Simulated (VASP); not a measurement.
# C (P1) in VASP: a series of runs

Runs on C. Level: LDA. Tasks: single point.

Everything below comes from runs of VASP 6.6.1. Logs are shortened: lines on timing, memory, paths and dates and some standing lists are left out, and cuts for length are marked.

### Step 1. The cell of the first run

The typed cell holds 8 atoms: a = 3.937 Å, b = 3.904 Å, c = 4.281 Å, α = 109.56°, β = 117.57°, γ = 104.28°.

### Step 2. Single point, LDA (atoms moved at random and the cell strained at random)

The input, INCAR:

```
PREC = Accurate
ENCUT = 520
EDIFF = 1E-6
ISMEAR = 0
SIGMA = 0.05
LREAL = F
LASPH = T
NELM = 80
ALGO = Normal
ISIF = 2
LWAVE = F
LCHARG = F
NBANDS = 26
```

The input, KPOINTS:

```
Automatic mesh
0
Gamma
  8 8 8
```

The input, POSCAR:

```
C
1.0
   -2.4019938181      1.9786390245      2.4113924058
    2.2001695428     -2.1621382237      2.3930673297
    2.5243556654      2.2845000710     -2.5948916050
C
8
Direct
    0.2871063613     -0.0180007559     -0.0483542315
    0.6830341314      0.7103836922      0.6945139946
    0.0196666565      0.3173858199      0.0024021067
   -0.0355547985     -0.0229479791      0.2766346376
    0.0098783182      0.7148550851      0.0477951802
    0.3512095745      0.3023941590      0.3459265308
    0.6658622201     -0.0491875712     -0.0215920447
    0.0187975365      0.0451175500      0.7026738262
```

Potentials or basis: VASP PAW LDA potentials, release 64 (C).

The run is started by

```sh
$ cat potpaw_LDA.64/C/POTCAR > POTCAR
$ mpirun -np 1 vasp_std > vasp.out
```

OUTCAR:

```text
PREC = Accurate
   ENCUT = 520
   EDIFF = 1E-6
   ISMEAR = 0
   LREAL = F
   LASPH = T
   NELM = 80
   ISIF = 2

 ion  position               nearest neighbor table
   1  0.287  0.982  0.952-   8 1.25   7 1.48   6 1.59   5 1.61   2 1.88   3 1.89
   2  0.683  0.710  0.695-   7 1.31   6 1.43   5 1.45   8 1.59   1 1.88   4 1.91   3 1.96
   3  0.020  0.317  0.002-   8 1.36   6 1.48   5 1.51   7 1.67   1 1.89   2 1.96
   4  0.964  0.977  0.277-   7 1.22   5 1.27   6 1.55   8 1.65   2 1.91
   5  0.010  0.715  0.048-   4 1.27   2 1.45   3 1.51   1 1.61   7 1.79   6 1.90
   6  0.351  0.302  0.346-   2 1.43   3 1.48   4 1.55   1 1.59   5 1.90
   7  0.666  0.951  0.978-   4 1.22   2 1.31   1 1.48   3 1.67   5 1.79
   8  0.019  0.045  0.703-   1 1.25   3 1.36   2 1.59   4 1.65

  LATTYP: Found a triclinic cell.
 ALAT       =     3.8328250736
 B/A-ratio  =     2.4654388944
 C/A-ratio  =     1.2341854360
 COS(alpha) =     0.0073361508
 COS(beta)  =     0.5947867722
 COS(gamma) =     0.7574190492

  Lattice vectors:

 A1 = (  -2.3225313901,  -2.1010008718,  -2.2095681305)
 A2 = (  -0.0428994193,  -8.3427789918,  -4.4374613371)
 A3 = (  -4.7245252082,  -0.1223618473,   0.2018242753)

Analysis of symmetry for initial positions (statically):
=====================================================================
 Subroutine PRICEL returns:
 Original cell was already a primitive cell.

 Routine SETGRP: Setting up the symmetry group for a
 triclinic supercell.

 Subroutine GETGRP returns: Found  1 space group operations
 (whereof  1 operations were pure point group operations)
 out of a pool of  2 trial point group operations.

The static configuration has the point symmetry C_1 .

Analysis of symmetry for dynamics (positions and initial velocities):
=====================================================================
 Subroutine PRICEL returns:
 Original cell was already a primitive cell.

 Routine SETGRP: Setting up the symmetry group for a
 triclinic supercell.

 Subroutine GETGRP returns: Found  1 space group operations
 (whereof  1 operations were pure point group operations)
 out of a pool of  2 trial point group operations.

The dynamic configuration has the point symmetry C_1 .

 Subroutine INISYM returns: Found  1 space group operations
 (whereof  1 operations are pure point group operations),
 and found     1 'primitive' translations

----------------------------------------------------------------------------------------

                                     Primitive cell

  volume of cell :      48.1862

  direct lattice vectors                    reciprocal lattice vectors
    -2.401993818  1.978639025  2.411392406     0.002979104  0.243848707  0.217578532
     2.200169543 -2.162138224  2.393067330     0.220875875  0.003023716  0.217533921
     2.524355665  2.284500071 -2.594891605     0.206465128  0.229393349  0.017434462

  length of vectors
     3.936927740  3.904146380  4.280744625     0.326820264  0.310026292  0.309116674

  position of ions in fractional coordinates (direct lattice)
     0.287106361  0.981999244  0.951645769
     0.683034131  0.710383692  0.694513995
     0.019666657  0.317385820  0.002402107
     0.964445201  0.977052021  0.276634638
     0.009878318  0.714855085  0.047795180
     0.351209574  0.302394159  0.345926531
     0.665862220  0.950812429  0.978407955
     0.018797537  0.045117550  0.702673826

  ion indices of the primitive-cell ions
   primitive index   ion index
                 1           1
                 2           2
                 3           3
                 4           4
                 5           5
                 6           6
                 7           7
                 8           8

----------------------------------------------------------------------------------------

 KPOINTS: Automatic mesh

Automatic generation of k-mesh.
 Grid dimensions read from file:
 generate k-points for:    8    8    8

 Generating k-lattice:

  Cartesian coordinates                     Fractional coordinates (reciprocal lattice)
     0.000372388  0.030481088  0.027197317     0.125000000 -0.000000000  0.000000000
     0.027609484  0.000377964  0.027191740     0.000000000  0.125000000  0.000000000
     0.025808141  0.028674169  0.002179308     0.000000000 -0.000000000  0.125000000

  Length of vectors
     0.040852533  0.038753286  0.038639584

  Shift w.r.t. Gamma in fractional coordinates (k-lattice)
     0.000000000  0.000000000  0.000000000

 Subroutine IBZKPT returns following result:
 ===========================================

 Found    260 irreducible k-points:

 Following reciprocal coordinates:
            Coordinates               Weight
  0.000000  0.000000  0.000000      1.000000
  0.125000  0.000000 -0.000000      2.000000
  0.250000  0.000000 -0.000000      2.000000
  0.375000  0.000000 -0.000000      2.000000
  0.500000  0.000000 -0.000000      1.000000
  0.000000  0.125000 -0.000000      2.000000
[... 16 lines left out ...]
  0.125000  0.375000 -0.000000      2.000000
  0.250000  0.375000 -0.000000      2.000000
 [... further k-points ...]
   k-points           NKPTS =    260   k-points in BZ     NKDIM =    260   number of bands    NBANDS=     26
   number of dos      NEDOS =    301   number of ions     NIONS =      8
   total plane-waves  NPLWV =  28800
   dimension x,y,z NGX =    30 NGY =   30 NGZ =   32
   dimension x,y,z NGXF=    60 NGYF=   60 NGZF=   64
   ions per type =               8
   NGX,Y,Z   is equivalent  to a cutoff of  12.67, 12.77, 12.43 a.u.
   NGXF,Y,Z  is equivalent  to a cutoff of  25.34, 25.55, 24.85 a.u.
 SYSTEM =  unknown system
   PREC   = accura    normal or accurate (medium, high low for compatibility)
   ISTART =      0    job   : 0-new  1-cont  2-samecut
   ICHARG =      2    charge: 1-file 2-atom 10-const
   ISPIN  =      1    spin polarized calculation?
   LNONCOLLINEAR =      F non collinear calculations
   LSORBIT =      F    spin-orbit coupling
   LASPH  =      T    aspherical Exc in radial PAW
   ENCUT  =  520.0 eV  38.22 Ry    6.18 a.u.   7.32  7.26  7.96*2*pi/ulx,y,z
   NELM   =     80;   NELMIN=  2; NELMDL= -5     # of ELM steps
   EDIFF  = 0.1E-05   stopping-criterion for ELM
   LREAL  =      F    real-space projection
   EDIFFG = 0.1E-04   stopping-criterion for IOM
   NSW    =      0    number of steps for IOM
   IBRION =     -1    ionic relax: 0-MD 1-quasi-New 2-CG
   NFREE  =      0    steps in history (QN), initial steepest desc. (CG)
   ISIF   =      2    stress and relaxation
   ISYM   =      2    0-nonsym 1-usesym 2-fastsym
   POTIM  = 0.5000    time-step for ionic-motion
   TEBEG  =    0.0;   TEEND  =   0.0 temperature during run
   PSTRESS=    0.0 pullay stress
   NELECT =      32.0000    total number of electrons
   NUPDOWN=      -1.0000    fix difference up-down
   EMIN   =  10.00;   EMAX   =-10.00  energy-range for DOS
   EFERMI =   0.00;   METHOD = LEGACY
   ISMEAR =     0;   SIGMA  =   0.05  broadening in eV -4-tet -1-fermi 0-gaus
   EFERMI_NEDOS =   21; number of points for ismear=-14 and -15
   IALGO  =     38    algorithm
   IMIX   =      4    mixing-type and parameters
     AMIX     =   0.40;   BMIX     =  1.00
     AMIX_MAG =   1.60;   BMIX_MAG =  1.00
  volume/ion in A,a.u.               =       6.02        40.65
  Fermi-wavevector in a.u.,A,eV,Ry     =   1.428292  2.699081 27.756145  2.040019
  Thomas-Fermi vector in A             =   2.548370
   LORBIT       =      0    0 simple, 1 ext, 2 COOP (PROOUT), +10 PAW based schemes
   GGA     = CA    functional components
   LHFCALC =     F    Hartree Fock is set to
   AEXX    =    0.0000 exact exchange contribution
   IVDW    =     0    specifies the selected vdW correction
   LEPSILON=     F    determine dielectric tensor
   LRPA    =     F    only Hartree local field effects (RPA)
 non-spin polarized calculation
 Gauss-broadening in eV      SIGMA  =   0.05
  energy-cutoff  :      520.00
  volume of cell :       48.19
 maximum number of plane-waves:      1316
 NGX is ok and might be reduce to    30
   NGX = 15   NGY = 15   NGZ = 15

 number of electron      31.9999999 magnetization

 Free energy of the ion-electron system (eV)
  ---------------------------------------------------
  ext. energy  EPLUGINS =         0.00000000
  ---------------------------------------------------
  free energy    TOTEN  =       -64.62563799 eV

  energy without entropy =      -64.62506880  energy(sigma->0) =      -64.62535340

 E-fermi :  10.1569     XC(G=0): -12.6850

 val. band max:       10.1550942417   @ k =  -0.2500  -0.2500   0.2500
 cond. band min:      10.1941202498   @ k =  -0.2500   0.1250   0.1250
 fundamental gap:      0.0390260081
 Fermi energy:        10.1568829837

 k-point     1 :       0.0000    0.0000    0.0000
  band No.  band energies     occupation
      1     -15.9097      2.00000
      2      -9.2004      2.00000
      3      -5.5518      2.00000
      4      -4.8853      2.00000
      5      -4.7039      2.00000
      6      -4.2529      2.00000
[... 18 lines left out ...]
     25      20.1548      0.00000
     26      20.5310      0.00000

 k-point     2 :       0.1250    0.0000   -0.0000
  band No.  band energies     occupation
      1     -15.8280      2.00000
      2      -9.3062      2.00000
      3      -6.4323      2.00000
      4      -5.3242      2.00000
      5      -3.9488      2.00000
      6      -3.7335      2.00000
[... 18 lines left out ...]
     25      20.0607      0.00000
     26      20.5406      0.00000

 k-point     3 :       0.2500    0.0000   -0.0000
  band No.  band energies     occupation
      1     -15.6152      2.00000
      2      -9.6098      2.00000
      3      -7.3138      2.00000
      4      -5.8226      2.00000
      5      -3.7623      2.00000
      6      -3.5564      2.00000
[... 572 lines left out ...]
 k-point    23 :       0.1250    0.3750   -0.0000
  band No.  band energies     occupation
      1     -15.3312      2.00000
      2      -9.9501      2.00000
      3      -7.9654      2.00000
      4      -6.4984      2.00000
      5      -4.0089      2.00000
      6      -2.7918      2.00000
[... 18 lines left out ...]
     25      20.3980      0.00000
     26      21.5122      0.00000

 k-point    24 :       0.2500    0.3750   -0.0000
  band No.  band energies     occupation
      1     -15.2544      2.00000
      2      -9.9307      2.00000
      3      -7.9465      2.00000
      4      -7.3038      2.00000
      5      -3.8803      2.00000
      6      -1.9100      2.00000
[... 18 lines left out ...]
     25      20.8629      0.00000
     26      21.5187      0.00000

 [... further k-points ...]

------------------------ aborting loop because EDIFF is reached ----------------------------------------

  FORCE on cell =-STRESS in cart. coord.  units (eV):
  Direction    XX          YY          ZZ          XY          YZ          ZX
  --------------------------------------------------------------------------------------
  -------------------------------------------------------------------------------------
  Total       39.9194960     52.8952596      8.6445975     -4.4819453      4.8200206      3.6200855
  in kB     1327.3104415   1758.7504208    287.4300944   -149.0232438    160.2641377    120.3666816
  external PRESSURE =    1124.4969856 kB  Pullay stress =       0.0000000 kB

 VOLUME and BASIS-vectors are now :
 -----------------------------------------------------------------------------
  energy-cutoff  :      520.00
  volume of cell :       48.19
      direct lattice vectors                 reciprocal lattice vectors
    -2.401993818  1.978639025  2.411392406     0.002979104  0.243848707  0.217578532
     2.200169543 -2.162138224  2.393067330     0.220875875  0.003023716  0.217533921
     2.524355665  2.284500071 -2.594891605     0.206465128  0.229393349  0.017434462

 POSITION                                       TOTAL-FORCE (eV/Angst)
 -----------------------------------------------------------------------------------
      3.87323      0.61890      0.57290        -2.260813     16.912604      1.716777
      1.67552      1.40215      1.54487       -10.862569     -3.280349     -1.423225
      0.65713     -0.64183      0.80072         8.931224     -4.675687      1.848918
      0.53141      0.42774      3.94597        14.357574     18.661951     -1.684845
      1.66973     -1.41688      1.61049       -16.156244      5.547535     -2.126363
      0.69496      0.83137      0.67291         1.503777     -0.928133      2.659878
      2.96240      1.49689      1.34215        10.881925    -18.411242     -1.839123
      1.82791      1.54490     -1.67006        -6.394873    -13.826680      0.847983
 -----------------------------------------------------------------------------------
    total drift:                                0.000023     -0.000076     -0.000106

  FREE ENERGIE OF THE ION-ELECTRON SYSTEM (eV)
  ---------------------------------------------------
  free  energy   TOTEN  =       -64.6256379939 eV

  energy  without entropy=      -64.6250687993  energy(sigma->0) =      -64.62535340
```

Run time: 7.7 min. Hardware: 1 thread of Intel Xeon 8259CL, shared host; peak memory 0.3 GiB.

Results:

| Quantity | Value |
| --- | --- |
| Free energy | -64.6256 eV |
| Pressure | 112.4 GPa |
| Largest force | 23.606 eV/Å |
| Band gap on the k mesh | zero (band 16 reaches 10.26 eV, above the bottom of band 17 at 10.07 eV) |

Forces in eV/Å, atoms in the order of the input:
```
C    -2.261  16.913   1.717
C   -10.863  -3.280  -1.423
C     8.931  -4.676   1.849
C    14.358  18.662  -1.685
C   -16.156   5.548  -2.126
C     1.504  -0.928   2.660
C    10.882 -18.411  -1.839
C    -6.395 -13.827   0.848
```

Stress tensor (GPa, compression positive):
```
132.73 -14.90  12.04
-14.90 175.88  16.03
 12.04  16.03  28.74
```

Caveat: the cell differs from its parent crystal (atoms moved at random and the cell strained at random); forces of over 1 eV/Å act on the atoms, so gaps and moduli don't describe the material at rest.

(Part 1 of 2 ends here.)
